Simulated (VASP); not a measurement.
# RbBr (Fm-3m) in VASP: a series of runs, part 2 of 2

VASP 6.6.1. Earlier steps stand in the parts before.

### 4 Electric field gradients, PBE (38.65 Å³/atom)

This run uses another cell than the first one, of 38.65 Å³/atom.

INCAR reads:

```
  ALGO = Normal
  EDIFF = 1E-8
  ENCUT = 520
  GGA = PE
  ISIF = 2
  ISMEAR = -1
  LASPH = True
  LCHARG = False
  LEFG = True
  LREAL = False
  LWAVE = False
  NBANDS = 15
  NELM = 60
  PREC = Accurate
  SIGMA = 0.02
```

KPOINTS reads:

```
k-points
0
Gamma
  6 6 6
```

POSCAR reads:

```
RbBr
1.0
    0.0000000000      3.3811767539      3.3811767539
    3.3811767539      0.0000000000      3.3811767539
    3.3811767539      3.3811767539      0.0000000000
Rb Br
1 1
Direct
    0.0000000000      0.0000000000      0.0000000000
    0.5000000000      0.5000000000      0.5000000000
```

Potentials or basis: VASP PAW PBE potentials, release 64 (Rb_sv, Br).

Launch:

```console
$ cat potpaw_PBE.64/Rb_sv/POTCAR potpaw_PBE.64/Br/POTCAR > POTCAR
$ mpirun -np 1 vasp_std > vasp.out
```

OUTCAR:

```text
EDIFF = 1E-8
   ENCUT = 520
   GGA = PE
   ISIF = 2
   ISMEAR = -1
   LASPH = True
   LREAL = False
   NELM = 60
   PREC = Accurate

 ion  position               nearest neighbor table
   1  0.000  0.000  0.000-   2 3.38   2 3.38   2 3.38   2 3.38   2 3.38   2 3.38
   2  0.500  0.500  0.500-   1 3.38   1 3.38   1 3.38   1 3.38   1 3.38   1 3.38

  LATTYP: Found a face centered cubic cell.
 ALAT       =     6.7623535078

  Lattice vectors:

 A1 = (   0.0000000000,   3.3811767539,   3.3811767539)
 A2 = (   3.3811767539,   0.0000000000,   3.3811767539)
 A3 = (   3.3811767539,   3.3811767539,   0.0000000000)

Analysis of symmetry for initial positions (statically):
[... 486 lines left out ...]
  free  energy   TOTEN  =        -6.0696959178 eV

  energy  without entropy=       -6.0696959178  energy(sigma->0) =       -6.06969592

 Electric field gradients (V/A^2)
---------------------------------------------------------------------
 ion       V_xx      V_yy      V_zz      V_xy      V_xz      V_yz
---------------------------------------------------------------------
   1      -0.000     0.000     0.000    -0.000    -0.000    -0.000
   2      -0.000     0.000    -0.000     0.000     0.000     0.000
---------------------------------------------------------------------

 Electric field gradients after diagonalization (V/A^2)
 (convention: |V_zz| > |V_xx| > |V_yy|)
----------------------------------------------------------------------
 ion       V_xx      V_yy      V_zz     asymmetry (V_yy - V_xx)/ V_zz
----------------------------------------------------------------------
   1       0.000     0.000    -0.000       0.000
   2      -0.000    -0.000     0.001       0.000
----------------------------------------------------------------------

           NMR quadrupolar parameters

 Cq : quadrupolar parameter    Cq=e*Q*V_zz/h
 eta: asymmetry parameters     (V_yy - V_xx)/ V_zz
 Q  : nuclear electric quadrupole moment in mb (millibarn)
----------------------------------------------------------------------
 ion       Cq(MHz)       eta       Q (mb)
----------------------------------------------------------------------
   1      -0.000       0.000       1.000
   2       0.000       0.000       1.000
----------------------------------------------------------------------
```

It took 12 s on 1 thread of Intel Xeon Platinum 8488C (Sapphire Rapids), shared host; peak memory 0.2 GiB.

Results:

```yaml
Free_energy: -6.0697 eV
Pressure: 1.8 GPa
Band_gap_on_the_k_mesh: 4.47 eV
Largest_electric_field_gradient_by_atom: zero within the noise of the run
```

Levels at points of the mesh, in eV from the valence-band top:
| k point | band 5 | band 6 | band 7 | band 8 | band 9 | band 10 | band 11 | band 12 |
| --- | --- | --- | --- | --- | --- | --- | --- | --- |
| (0.00, 0.00, 0.00) | -8.41 | 0.00 | 0.00 | 0.00 | 4.47 | 7.29 | 7.29 | 7.29 |
| (0.50, 0.00, 0.00) | -8.35 | -1.06 | -0.39 | -0.39 | 6.92 | 7.86 | 9.61 | 9.61 |
| (0.50, 0.50, 0.00) | -8.50 | -0.48 | -0.16 | -0.16 | 5.56 | 7.29 | 9.28 | 9.42 |

### 5 Electric field gradients, PBE (39.46 Å³/atom)

This run uses another cell than the first one, of 39.46 Å³/atom.

INCAR reads:

```
PREC     = Accurate       # precision mode
ENCUT    = 520            # plane-wave cutoff, eV
EDIFF    = 1E-8           # SCF threshold, eV
ISMEAR   = -1             # smearing method
SIGMA    = 0.02           # smearing width, eV
LREAL    = False          # projectors in reciprocal space
LASPH    = True           # aspherical terms in the spheres
NELM     = 100            # most SCF steps
ALGO     = Normal         # electronic algorithm
ISIF     = 2              # what is computed and relaxed
LWAVE    = False          # write WAVECAR
LCHARG   = False          # write CHGCAR
GGA      = PE             # functional
LEFG     = True         
NBANDS   = 15             # bands
```

KPOINTS reads:

```
Automatic mesh
0
Gamma
  6 6 6
```

POSCAR reads:

```
RbBr
1.0
    0.0000000000      3.4044959512      3.4044959512
    3.4044959512      0.0000000000      3.4044959512
    3.4044959512      3.4044959512      0.0000000000
Rb Br
1 1
Direct
    0.0000000000      0.0000000000      0.0000000000
    0.5000000000      0.5000000000      0.5000000000
```

Potentials or basis: VASP PAW PBE potentials, release 64 (Rb_sv, Br).

Launch:

```console
$ cat potpaw_PBE.64/Rb_sv/POTCAR potpaw_PBE.64/Br/POTCAR > POTCAR
$ mpirun -np 1 vasp_std > vasp.out
```

OUTCAR:

```text
PREC = Accurate
   ENCUT = 520
   EDIFF = 1E-8
   ISMEAR = -1
   LREAL = False
   LASPH = True
   NELM = 100
   ISIF = 2
   GGA = PE

 ion  position               nearest neighbor table
   1  0.000  0.000  0.000-   2 3.40   2 3.40   2 3.40   2 3.40   2 3.40   2 3.40
   2  0.500  0.500  0.500-   1 3.40   1 3.40   1 3.40   1 3.40   1 3.40   1 3.40

  LATTYP: Found a face centered cubic cell.
 ALAT       =     6.8089919024

  Lattice vectors:

 A1 = (   0.0000000000,   3.4044959512,   3.4044959512)
 A2 = (   3.4044959512,   0.0000000000,   3.4044959512)
 A3 = (   3.4044959512,   3.4044959512,   0.0000000000)

Analysis of symmetry for initial positions (statically):
[... 486 lines left out ...]
  free  energy   TOTEN  =        -6.0855102463 eV

  energy  without entropy=       -6.0855102463  energy(sigma->0) =       -6.08551025

 Electric field gradients (V/A^2)
---------------------------------------------------------------------
 ion       V_xx      V_yy      V_zz      V_xy      V_xz      V_yz
---------------------------------------------------------------------
   1       0.000     0.000     0.000    -0.000    -0.000    -0.000
   2       0.000     0.000     0.000     0.000     0.000     0.000
---------------------------------------------------------------------

 Electric field gradients after diagonalization (V/A^2)
 (convention: |V_zz| > |V_xx| > |V_yy|)
----------------------------------------------------------------------
 ion       V_xx      V_yy      V_zz     asymmetry (V_yy - V_xx)/ V_zz
----------------------------------------------------------------------
   1       0.000     0.000    -0.000       0.000
   2      -0.000    -0.000     0.000       0.000
----------------------------------------------------------------------

           NMR quadrupolar parameters

 Cq : quadrupolar parameter    Cq=e*Q*V_zz/h
 eta: asymmetry parameters     (V_yy - V_xx)/ V_zz
 Q  : nuclear electric quadrupole moment in mb (millibarn)
----------------------------------------------------------------------
 ion       Cq(MHz)       eta       Q (mb)
----------------------------------------------------------------------
   1      -0.000       0.000       1.000
   2       0.000       0.000       1.000
----------------------------------------------------------------------
```

OSZICAR:

```text
N       E                     dE             d eps       ncg     rms          rms(c)
DAV:   1     0.835072564868E+02    0.83507E+02   -0.65671E+03   480   0.908E+02
DAV:   2    -0.152139967100E+00   -0.83659E+02   -0.75648E+02   628   0.163E+02
DAV:   3    -0.609828569224E+01   -0.59461E+01   -0.59173E+01   656   0.449E+01
DAV:   4    -0.629777722592E+01   -0.19949E+00   -0.19946E+00   691   0.751E+00
DAV:   5    -0.629907597643E+01   -0.12988E-02   -0.12987E-02   677   0.638E-01    0.302E+00
DAV:   6    -0.608892288058E+01    0.21015E+00   -0.25791E-01   606   0.235E+00    0.201E+00
DAV:   7    -0.607338225917E+01    0.15541E-01   -0.12315E-01   620   0.173E+00    0.989E-01
DAV:   8    -0.608469719623E+01   -0.11315E-01   -0.13563E-02   504   0.681E-01    0.104E-01
DAV:   9    -0.608508160659E+01   -0.38441E-03   -0.52605E-04   670   0.120E-01    0.670E-02
DAV:  10    -0.608550321215E+01   -0.42161E-03   -0.55337E-04   494   0.129E-01    0.237E-02
DAV:  11    -0.608550445897E+01   -0.12468E-05   -0.25824E-05   635   0.272E-02    0.637E-03
DAV:  12    -0.608550996388E+01   -0.55049E-05   -0.83495E-06   494   0.180E-02    0.126E-03
DAV:  13    -0.608551019498E+01   -0.23109E-06   -0.29677E-07   678   0.302E-03    0.190E-03
DAV:  14    -0.608551024563E+01   -0.50653E-07   -0.20962E-07   508   0.256E-03    0.953E-04
DAV:  15    -0.608551024630E+01   -0.66348E-09   -0.17818E-08   620   0.763E-04
   1 F= -.60855102E+01 E0= -.60855102E+01  d E =-.733170E-11
```

It took 12 s on 1 thread of Intel Xeon Platinum 8488C (Sapphire Rapids), shared host; peak memory 0.2 GiB.

What came out:

```
Free energy                             : -6.0855 eV
Pressure                                : 1.4 GPa
Band gap on the k mesh                  : 4.41 eV
Largest electric field gradient by atom : zero within the noise of the run
```

### 6 Summary

```tsv
level	potentials or basis	cell	gap on the mesh (eV)	pressure (GPa)
LDA	VASP PAW LDA potentials, release 64 (Rb_sv, Br)	a = 4.847 Å, angles 60.0°, 2 atoms	3.96	-1.2
PBE	VASP PAW PBE potentials, release 64 (Rb_sv, Br)	a = 4.782 Å, angles 60.0°, 2 atoms	4.47	1.8
PBE	VASP PAW PBE potentials, release 64 (Rb_sv, Br)	a = 4.815 Å, angles 60.0°, 2 atoms	4.41	1.4
```

Alike in all rows: task electric field gradients; no spin polarisation; k mesh 6 × 6 × 6; cutoff (eV) 520; smearing fermi-dirac 0.02 eV.

Absolute energies hang on the potentials; compare differences alone.
